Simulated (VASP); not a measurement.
Set up this calculation in VASP 6.6.1, as the native input.

- Task: dielectric tensor
- Functional: r2SCAN
- Potentials or basis: VASP PAW PBE potentials, release 64 (Be, S, Mg)
- Cutoff: 580 eV
- k mesh: 4 × 4 × 4
- Occupations: gaussian, width 0.01 eV
- Spin: no spin polarisation
- Dipole correction: no
- Further INCAR settings: ALGO = Normal; EDIFF = 1e-08

The structure of MgBe3S4 lies in POSCAR:

```
MgBe3S4
1.0
    5.0791645406      0.0000000000      0.0000000000
    0.0000000000      5.0791645406      0.0000000000
    0.0000000000      0.0000000000      5.0791645406
Be S Mg
3 4 1
Direct
    0.5000000000      0.0000000000      0.0000000000
    0.0000000000      0.5000000000      0.0000000000
    0.0000000000      0.0000000000      0.5000000000
    0.7677869986      0.2322130014      0.2322130014
    0.2322130014      0.7677869986      0.2322130014
    0.2322130014      0.2322130014      0.7677869986
    0.7677869986      0.7677869986      0.7677869986
    0.5000000000      0.5000000000      0.5000000000
```

One way to write it, as run:

INCAR

```
PREC = Accurate
ENCUT = 580
EDIFF = 1E-8
ISMEAR = 0
SIGMA = 0.01
LREAL = False
LASPH = True
NELM = 120
ALGO = Normal
ISIF = 2
LWAVE = False
LCHARG = False
METAGGA = R2SCAN
LMIXTAU = True
LCALCEPS = True
GGA_COMPAT = False
```

KPOINTS

```
regular mesh
0
Gamma
  4 4 4
```

Potentials or basis: VASP PAW PBE potentials, release 64 (Be, S, Mg).

The run is started by

```bash
$ cat potpaw_PBE.64/Be/POTCAR potpaw_PBE.64/S/POTCAR potpaw_PBE.64/Mg/POTCAR > POTCAR
$ mpirun -np 1 vasp_std > vasp.out
```

It gave:

| Item | Value |
| --- | --- |
| Band gap on the k mesh | 3.69 eV |
| Electronic dielectric tensor (diagonal) | 4.60 |
| Born charges (mean of the diagonal) | Be +1.76; S -1.80; Mg +1.90 e |

It took 30 min on 1 thread of AMD EPYC 9R45 96-Core Processor (Zen 5), on a shared host, peak memory 0.46 GiB.
